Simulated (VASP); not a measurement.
Input of a VASP 6.6.1 run:

The input INCAR:

```
PREC = Accurate
ENCUT = 600
EDIFF = 1E-7
ISMEAR = 0
SIGMA = 0.1
LREAL = F
LASPH = T
NELM = 100
ALGO = Normal
ISIF = 3
LWAVE = F
LCHARG = F
GGA = PE
IBRION = 2
NSW = 90
EDIFFG = -0.04
```

The input KPOINTS:

```
Automatic mesh
0
Gamma
  3 3 4
```

POSCAR

```
ZnCd3Se2
1.0
    6.4851856300      0.0000000000      0.0000000000
   -3.2425928200      5.6163355100      0.0000000000
    0.0000000000      0.0000000000      3.8120594900
Zn Cd Se
1 3 2
Direct
    0.0000000000      0.0000000000      0.5000000000
    0.0000000000      0.5000000000      0.0000000000
    0.5000000000      0.0000000000      0.0000000000
    0.5000000000      0.5000000000      0.0000000000
    0.3333333300      0.6666666700      0.5000000000
    0.6666666700      0.3333333300      0.5000000000
```

Potentials or basis: VASP PAW PBE potentials, release 64 (Zn, Cd, Se).

Launch:

```sh
$ cat potpaw_PBE.64/Zn/POTCAR potpaw_PBE.64/Cd/POTCAR potpaw_PBE.64/Se/POTCAR > POTCAR
$ mpirun -np 1 vasp_std > vasp.out
```

Task: What does it give for the space group after relaxing (to 0.1 Å)?

Result: P6/mmm (No. 191).

Task: Estimate the relaxed volume.

Result: 28.99 Å³/atom.

Task: Estimate the band gap on the k mesh.

Result: Zero (bands 30 and 31 overlap by 1.80 eV).

Step by step:
| step | energy change (eV) | largest force (eV/Å) | pressure (GPa) | volume (Å³) |
| --- | --- | --- | --- | --- |
| 1 | 0.0000 | 0.0000 | 12.38 | 138.85 |
| 2 | -0.9499 | 0.0000 | -1.42 | 177.91 |
| 3 | -0.9972 | 0.0000 | 0.31 | 168.73 |
| 4 | -0.9974 | 0.0000 | 0.16 | 169.37 |
| 5 | -1.0209 | 0.0000 | 0.14 | 170.55 |
| 6 | -1.0556 | 0.0000 | 0.16 | 173.95 |

Caveat: the k points lie up to 0.39 Å⁻¹ apart in the final cell, too coarse for converged energies and pressures of a metal; the volume moved by over 15 % at a fixed basis, so the end points are rough.
